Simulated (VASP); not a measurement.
TaGaMo3: relaxation of cell and atoms with PBE

Crystal: TaGaMo3.

```
CELL_PARAMETERS angstrom
4.31032 0.00000 0.00000
0.00000 4.31032 0.00000
0.00000 0.00000 4.31032
ATOMIC_POSITIONS crystal
Ta 0.00000 0.00000 0.00000
Ga 0.50000 0.50000 0.50000
Mo 0.00000 0.50000 0.50000
Mo 0.50000 0.00000 0.50000
Mo 0.50000 0.50000 0.00000
```

- Program: VASP 6.6.1
- Task: relaxation of cell and atoms
- Functional: PBE
- Potentials or basis: VASP PAW PBE potentials, release 64 (Ta_pv, Ga_d, Mo_sv)
- Cutoff: 600 eV
- k mesh: 4 × 4 × 4
- Occupations: gaussian, width 0.1 eV
- Spin: no spin polarisation
- Dipole correction: no
- Further INCAR settings: ALGO = Fast; EDIFF = 1e-06; IBRION = 2; EDIFFG = -0.04; NSW = 90; ISIF = 3

```json
{
 "Relaxed volume": "18.94 Å³/atom",
 "Relaxed cell": "a = 4.558 Å, b = 4.558 Å, c = 4.558 Å, α = 90.00°, β = 90.00°, γ = 90.00°",
 "Space group after relaxing (to 0.05 Å)": "Pm-3m (No. 221)",
 "Energy gained by relaxing": "319.2 meV/atom",
 "Ionic steps": "5",
 "Pressure after relaxing": "0.0 GPa",
 "Band gap on the k mesh": "zero (band 33 reaches 8.17 eV, above the bottom of band 34 at 7.09 eV)"
}
```

The path:
| step | energy change (eV) | largest force (eV/Å) | pressure (GPa) | volume (Å³) |
| --- | --- | --- | --- | --- |
| 1 | 0.0000 | 0.0000 | 40.80 | 80.08 |
| 2 | 3.4488 | 0.0000 | -26.23 | 137.27 |
| 3 | -1.5768 | 0.0000 | -3.20 | 96.59 |
| 4 | -1.5952 | 0.0000 | -0.68 | 95.08 |
| 5 | -1.5960 | 0.0000 | -0.01 | 94.70 |

Final structure:
```cif
data_structure
_symmetry_space_group_name_H-M 'P 1'
_symmetry_Int_Tables_number 1
_cell_length_a 4.5580
_cell_length_b 4.5580
_cell_length_c 4.5580
_cell_angle_alpha 90.000
_cell_angle_beta 90.000
_cell_angle_gamma 90.000
_cell_volume 94.70
loop_
_atom_site_label
_atom_site_type_symbol
_atom_site_fract_x
_atom_site_fract_y
_atom_site_fract_z
_atom_site_occupancy
Ta1 Ta 0.00000 0.00000 0.00000 1
Ga1 Ga 0.50000 0.50000 0.50000 1
Mo1 Mo 0.00000 0.50000 0.50000 1
Mo2 Mo 0.50000 0.00000 0.50000 1
Mo3 Mo 0.50000 0.50000 0.00000 1
```

Levels at points of the mesh, in eV from the Fermi level:
| k point | band 30 | band 31 | band 32 | band 33 | band 34 | band 35 | band 36 | band 37 |
| --- | --- | --- | --- | --- | --- | --- | --- | --- |
| (0.00, 0.00, 0.00) | -0.42 | 0.36 | 0.36 | 0.36 | 0.96 | 0.96 | 2.29 | 2.37 |
| (0.50, 0.00, 0.00) | -1.49 | -1.49 | -0.10 | 0.56 | 0.56 | 0.73 | 1.03 | 1.03 |
| (0.50, 0.50, 0.00) | -1.34 | -1.34 | -0.67 | -0.52 | -0.52 | 0.39 | 0.64 | 1.04 |
| (0.50, 0.50, 0.50) | -0.72 | -0.72 | -0.14 | -0.14 | 0.41 | 0.41 | 0.41 | 2.13 |

Wall time 5 min on 1 thread of Intel(R) Xeon(R) 6975P-C (Granite Rapids), with other jobs on the host, peak memory 0.24 GiB.

Caveat: the k points lie up to 0.34 Å⁻¹ apart in the final cell; the volume moved by over 15 % at a fixed basis, so the end points are rough; spin-orbit coupling is left out, which moves the levels of the heavy elements.
